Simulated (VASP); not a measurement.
# NiAgO2 (P6_3/mmc) in VASP: single point with LDA

Aim: the single point of NiAgO2 with LDA.

Program: VASP 6.6.1. These are calculated values, not measurements. Logs are shortened: lines on timing, memory, paths and dates and some standing lists are left out, and cuts for length are marked.

## Step 1: The cell of the first run

Symmetry: P6_3/mmc, No. 194, hexagonal system. Conventional cell: a = 2.999 Å, b = 2.999 Å, c = 12.315 Å, α = 90.00°, β = 90.00°, γ = 120.00°. Ni (site symmetry -3m) has 6 O at 1.97 Å within 2.6 Å. Within 2.8 Å of Ag (site symmetry -6m2) lie 2 O at 2.14 Å. O (site symmetry 3m) has 3 Ni at 1.97 Å and 1 Ag at 2.14 Å and 3 O at 2.55 Å within 2.6 Å.

## Step 2: Single point, LDA, collinear spin, ferromagnetic start

INCAR

```
PREC = Accurate
ENCUT = 520
EDIFF = 1E-6
ISMEAR = -1
SIGMA = 0.05
LREAL = False
LASPH = True
NELM = 150
ALGO = Normal
ISIF = 2
LWAVE = False
LCHARG = False
ISPIN = 2
MAGMOM = 1.5 1.5 0 0 0 0 0 0
LORBIT = 11
LMAXMIX = 4
NBANDS = 47
```

KPOINTS

```
regular mesh
0
Gamma
  10 10 2
```

POSCAR

```
NiAgO2
1.0
    2.9991627990     -0.0000002887      0.0000000000
   -1.4995811495      2.5973513184      0.0000000000
    0.0000000000      0.0000000000     12.3151270000
Ni Ag O
2 2 4
Direct
    0.0000000000      0.0000000000      0.5000000000
    0.0000000000      0.0000000000      0.0000000000
    0.6666666667      0.3333333333      0.7500000000
    0.3333333333      0.6666666667      0.2500000000
    0.3333333333      0.6666666667      0.4240505910
    0.6666666667      0.3333333333      0.9240505910
    0.6666666667      0.3333333333      0.5759494090
    0.3333333333      0.6666666667      0.0759494090
```

Potentials or basis: VASP PAW LDA potentials, release 64 (Ni, Ag, O).

Launch:

```console
$ cat potpaw_LDA.64/Ni/POTCAR potpaw_LDA.64/Ag/POTCAR potpaw_LDA.64/O/POTCAR > POTCAR
$ mpirun -np 1 vasp_std > vasp.out
```

OUTCAR:

```text
PREC = Accurate
   ENCUT = 520
   EDIFF = 1E-6
   ISMEAR = -1
   LREAL = False
   LASPH = True
   NELM = 150
   ISIF = 2
   ISPIN = 2
   LORBIT = 11

 ion  position               nearest neighbor table
   1  0.000  0.000  0.500-   5 1.97   7 1.97   7 1.97   5 1.97   7 1.97   5 1.97
   2  0.000  0.000  0.000-   6 1.97   8 1.97   6 1.97   8 1.97   6 1.97   8 1.97
   3  0.667  0.333  0.750-   6 2.14   7 2.14
   4  0.333  0.667  0.250-   5 2.14   8 2.14
   5  0.333  0.667  0.424-   1 1.97   1 1.97   1 1.97   4 2.14
   6  0.667  0.333  0.924-   2 1.97   2 1.97   2 1.97   3 2.14
   7  0.667  0.333  0.576-   1 1.97   1 1.97   1 1.97   3 2.14
   8  0.333  0.667  0.076-   2 1.97   2 1.97   2 1.97   4 2.14

  LATTYP: Found a hexagonal cell.
 ALAT       =     2.9991627990
 C/A-ratio  =     4.1061882350

  Lattice vectors:

 A1 = (   2.9991627990,  -0.0000002887,   0.0000000000)
 A2 = (  -1.4995811495,   2.5973513184,   0.0000000000)
 A3 = (   0.0000000000,   0.0000000000,  12.3151270000)

Analysis of symmetry for initial positions (statically):
=====================================================================
 Subroutine PRICEL returns:
 Original cell was already a primitive cell.

 Routine SETGRP: Setting up the symmetry group for a
 hexagonal supercell.

 Subroutine GETGRP returns: Found 24 space group operations
 (whereof 12 operations were pure point group operations)
 out of a pool of 24 trial point group operations.

The static configuration has the point symmetry D_3d.
 The point group associated with its full space group is D_6h.

Analysis of symmetry for dynamics (positions and initial velocities):
=====================================================================
 Subroutine PRICEL returns:
 Original cell was already a primitive cell.

 Routine SETGRP: Setting up the symmetry group for a
 hexagonal supercell.

 Subroutine GETGRP returns: Found 24 space group operations
 (whereof 12 operations were pure point group operations)
 out of a pool of 24 trial point group operations.

The dynamic configuration has the point symmetry D_3d.
 The point group associated with its full space group is D_6h.

Analysis of structural, dynamic, and magnetic symmetry:
=====================================================================
 Subroutine PRICEL returns:
 Original cell was already a primitive cell.

 Routine SETGRP: Setting up the symmetry group for a
 hexagonal supercell.

 Subroutine GETGRP returns: Found 24 space group operations
 (whereof 12 operations were pure point group operations)
 out of a pool of 24 trial point group operations.

The overall configuration has the point symmetry D_3d.
 The point group associated with its full space group is D_6h.

 Subroutine INISYM returns: Found 24 space group operations
 (whereof 12 operations are pure point group operations),
 and found     1 'primitive' translations

----------------------------------------------------------------------------------------

                                     Primitive cell

  volume of cell :      95.9333

  direct lattice vectors                    reciprocal lattice vectors
     2.999162799 -0.000000289  0.000000000     0.333426400  0.192503779  0.000000000
    -1.499581149  2.597351318  0.000000000     0.000000037  0.385007622  0.000000000
     0.000000000  0.000000000 12.315127000     0.000000000  0.000000000  0.081200949

  length of vectors
     2.999162799  2.999162799 12.315127000     0.385007622  0.385007622  0.081200949

  position of ions in fractional coordinates (direct lattice)
     0.000000000  0.000000000  0.500000000
     0.000000000  0.000000000  0.000000000
     0.666666667  0.333333333  0.750000000
     0.333333333  0.666666667  0.250000000
     0.333333333  0.666666667  0.424050591
     0.666666667  0.333333333  0.924050591
     0.666666667  0.333333333  0.575949409
     0.333333333  0.666666667  0.075949409

  ion indices of the primitive-cell ions
   primitive index   ion index
                 1           1
                 2           2
                 3           3
                 4           4
                 5           5
[... 59 lines left out ...]
   total plane-waves  NPLWV =  55296
   dimension x,y,z NGX =    24 NGY =   24 NGZ =   96
   dimension x,y,z NGXF=    48 NGYF=   48 NGZF=  192
   ions per type =               2   2   4
   NGX,Y,Z   is equivalent  to a cutoff of  13.30, 13.30, 12.96 a.u.
   NGXF,Y,Z  is equivalent  to a cutoff of  26.61, 26.61, 25.92 a.u.
 SYSTEM =  unknown system
   PREC   = accura    normal or accurate (medium, high low for compatibility)
   ISTART =      0    job   : 0-new  1-cont  2-samecut
   ICHARG =      2    charge: 1-file 2-atom 10-const
   ISPIN  =      2    spin polarized calculation?
   LNONCOLLINEAR =      F non collinear calculations
   LSORBIT =      F    spin-orbit coupling
   LASPH  =      T    aspherical Exc in radial PAW
   ENCUT  =  520.0 eV  38.22 Ry    6.18 a.u.   5.58  5.58 22.90*2*pi/ulx,y,z
   NELM   =    150;   NELMIN=  2; NELMDL= -5     # of ELM steps
   EDIFF  = 0.1E-05   stopping-criterion for ELM
   LREAL  =      F    real-space projection
   EDIFFG = 0.1E-04   stopping-criterion for IOM
   NSW    =      0    number of steps for IOM
   IBRION =     -1    ionic relax: 0-MD 1-quasi-New 2-CG
   NFREE  =      0    steps in history (QN), initial steepest desc. (CG)
   ISIF   =      2    stress and relaxation
   ISYM   =      2    0-nonsym 1-usesym 2-fastsym
   POTIM  = 0.5000    time-step for ionic-motion
   TEBEG  =    0.0;   TEEND  =   0.0 temperature during run
   PSTRESS=    0.0 pullay stress
   NELECT =      66.0000    total number of electrons
   NUPDOWN=      -1.0000    fix difference up-down
   EMIN   =  10.00;   EMAX   =-10.00  energy-range for DOS
   EFERMI =   0.00;   METHOD = LEGACY
   ISMEAR =    -1;   SIGMA  =   0.05  broadening in eV -4-tet -1-fermi 0-gaus
   EFERMI_NEDOS =   21; number of points for ismear=-14 and -15
   IALGO  =     38    algorithm
   IMIX   =      4    mixing-type and parameters
     AMIX     =   0.40;   BMIX     =  1.00
     AMIX_MAG =   1.60;   BMIX_MAG =  1.00
  volume/ion in A,a.u.               =      11.99        80.92
  Fermi-wavevector in a.u.,A,eV,Ry     =   1.445217  2.731063 28.417822  2.088651
  Thomas-Fermi vector in A             =   2.563424
   LORBIT       =     11    0 simple, 1 ext, 2 COOP (PROOUT), +10 PAW based schemes
   GGA     = CA    functional components
   LHFCALC =     F    Hartree Fock is set to
   AEXX    =    0.0000 exact exchange contribution
   IVDW    =     0    specifies the selected vdW correction
   LEPSILON=     F    determine dielectric tensor
   LRPA    =     F    only Hartree local field effects (RPA)
 spin polarized calculation
  energy-cutoff  :      520.00
  volume of cell :       95.93
 maximum number of plane-waves:      2616
 NGX is ok and might be reduce to    24
   NGX = 11   NGY = 11   NGZ = 45

 number of electron      66.0000020 magnetization       0.6973207

 Free energy of the ion-electron system (eV)
  ---------------------------------------------------
  ext. energy  EPLUGINS =         0.00000000
  ---------------------------------------------------
  free energy    TOTEN  =       -48.10002519 eV

  energy without entropy =      -48.05275730  energy(sigma->0) =      -48.07639124

 E-fermi :   5.5832     XC(G=0): -12.0055

 val. band max:        5.5765307989   @ k =   0.2000   0.2000   0.0000
 cond. band min:       5.5856648934   @ k =   0.4000   0.1000   0.5000
 fundamental gap:      0.0091340945
 Fermi energy:         5.5831703619

 spin component 1

 k-point     1 :       0.0000    0.0000    0.0000
  band No.  band energies     occupation
      1     -14.1734      1.00000
      2     -14.0935      1.00000
      3     -12.5047      1.00000
      4     -12.3666      1.00000
      5      -2.0105      1.00000
      6      -0.9451      1.00000
[... 1141 lines left out ...]
     44      16.4120      0.00000
     45      16.9571      0.00000

 [... further k-points ...]

 spin component 2

 k-point     1 :       0.0000    0.0000    0.0000
  band No.  band energies     occupation
      1     -14.1099      1.00000
      2     -14.0291      1.00000
      3     -12.4409      1.00000
      4     -12.3012      1.00000
      5      -1.9527      1.00000
      6      -0.8715      1.00000
[... 1141 lines left out ...]
     44      16.4553      0.00000
     45      16.9878      0.00000

 [... further k-points ...]

 [bands above 45 left out]

------------------------ aborting loop because EDIFF is reached ----------------------------------------

  FORCE on cell =-STRESS in cart. coord.  units (eV):
  Direction    XX          YY          ZZ          XY          YZ          ZX
  --------------------------------------------------------------------------------------
  -------------------------------------------------------------------------------------
  Total       -9.7138951     -9.7138951     -9.8438344      0.0000000      0.0000000      0.0000000
  in kB     -162.2312012   -162.2312012   -164.4013098      0.0000000      0.0000000      0.0000000
  external PRESSURE =    -162.9545708 kB  Pullay stress =       0.0000000 kB

 VOLUME and BASIS-vectors are now :
 -----------------------------------------------------------------------------
  energy-cutoff  :      520.00
  volume of cell :       95.93
      direct lattice vectors                 reciprocal lattice vectors
     2.999162799 -0.000000289  0.000000000     0.333426400  0.192503779  0.000000000
    -1.499581149  2.597351318  0.000000000     0.000000037  0.385007622  0.000000000
     0.000000000  0.000000000 12.315127000     0.000000000  0.000000000  0.081200949

 POSITION                                       TOTAL-FORCE (eV/Angst)
 -----------------------------------------------------------------------------------
      0.00000      0.00000      6.15756        -0.000000      0.000000      0.000000
      0.00000      0.00000      0.00000        -0.000000      0.000000      0.000000
      1.49958      0.86578      9.23635        -0.000000      0.000000      0.000000
      0.00000      1.73157      3.07878        -0.000000     -0.000000      0.000000
      0.00000      1.73157      5.22224         0.000000      0.000000     -0.025399
      1.49958      0.86578     11.37980        -0.000000     -0.000000     -0.025399
      1.49958      0.86578      7.09289         0.000000     -0.000000      0.025399
      0.00000      1.73157      0.93533        -0.000000      0.000000      0.025399
 -----------------------------------------------------------------------------------
    total drift:                               -0.000000      0.000000      0.000000

  FREE ENERGIE OF THE ION-ELECTRON SYSTEM (eV)
  ---------------------------------------------------
  free  energy   TOTEN  =       -48.1000251943 eV

  energy  without entropy=      -48.0527572953  energy(sigma->0) =      -48.07639124

 total charge

# of ion       s       p       d       tot
------------------------------------------
    1        0.416   0.582   8.219   9.218
    2        0.416   0.582   8.219   9.218
    3        0.388   0.248   9.135   9.772
    4        0.388   0.248   9.135   9.772
    5        1.567   3.316   0.000   4.883
    6        1.567   3.316   0.000   4.883
    7        1.567   3.316   0.000   4.883
    8        1.567   3.316   0.000   4.883
--------------------------------------------------
tot          7.877  14.926  34.709  57.511

 magnetization (x)

# of ion       s       p       d       tot
------------------------------------------
    1       -0.001   0.001   0.247   0.247
    2       -0.001   0.001   0.247   0.247
    3        0.002   0.003   0.002   0.007
    4        0.002   0.003   0.002   0.007
    5        0.005   0.033   0.000   0.038
    6        0.005   0.033   0.000   0.038
    7        0.005   0.033   0.000   0.038
    8        0.005   0.033   0.000   0.038
--------------------------------------------------
tot          0.021   0.140   0.499   0.660
```

Wall time 5 min (1 thread of Intel Xeon Platinum 8259CL at 2.50GHz (Skylake/Cascade Lake), shared host); peak memory 0.32 GiB.

Results:

| Quantity | Value |
| --- | --- |
| Free energy | -48.1000 eV |
| Pressure | -16.3 GPa |
| Largest force | 0.025 eV/Å |
| Net moment | 0.70 μB per cell |
| Site moments | Ni +0.25; Ag +0.01; O +0.04 μB |
| Valence electrons inside the program's atomic spheres | Ni 9.22; Ag 9.77; O 4.88 |

Forces on the atoms (eV/Å):
```
Ni   0.000  0.000  0.000
Ni   0.000  0.000  0.000
Ag   0.000  0.000  0.000
Ag   0.000  0.000  0.000
O    0.000  0.000 -0.025
O    0.000  0.000 -0.025
O    0.000  0.000  0.025
O    0.000  0.000  0.025
```

Stress tensor (GPa, compression positive):
```
-16.22   0.00   0.00
  0.00 -16.22   0.00
  0.00   0.00 -16.44
```

Levels at points of the mesh, in eV from the Fermi level:
Spin up:
```
           k point  band 31  band 32  band 33  band 34  band 35  band 36
(0.00, 0.00, 0.00)    -1.74    -1.24     0.73     0.73     0.78     0.86
(0.50, 0.00, 0.00)    -1.49    -1.34    -0.05     0.23     0.60     0.76
(0.00, 0.00, 0.50)    -1.39    -1.39     0.79     0.79     0.79     0.79
(0.50, 0.00, 0.50)    -1.46    -1.46     0.12     0.12     0.68     0.68
```
Spin down:
| k point | band 29 | band 30 | band 31 | band 32 | band 33 | band 34 | band 35 | band 36 |
| --- | --- | --- | --- | --- | --- | --- | --- | --- |
| (0.00, 0.00, 0.00) | -1.95 | -1.95 | -1.58 | -1.07 | 0.82 | 0.97 | 0.97 | 1.10 |
| (0.50, 0.00, 0.00) | -1.72 | -1.48 | -1.31 | -1.31 | 0.22 | 0.44 | 0.83 | 0.99 |
| (0.00, 0.00, 0.50) | -2.08 | -2.08 | -1.22 | -1.22 | 1.03 | 1.03 | 1.03 | 1.03 |
| (0.50, 0.00, 0.50) | -1.67 | -1.67 | -1.31 | -1.31 | 0.35 | 0.35 | 0.91 | 0.91 |

Caveat: the cell stands under tension; semilocal functionals often make such compounds metallic where correlation or magnetic order opens a gap, which also shifts bond lengths. With open d or f shells a metallic result of LDA can be an artefact of self-interaction; +U or a hybrid may open a gap.
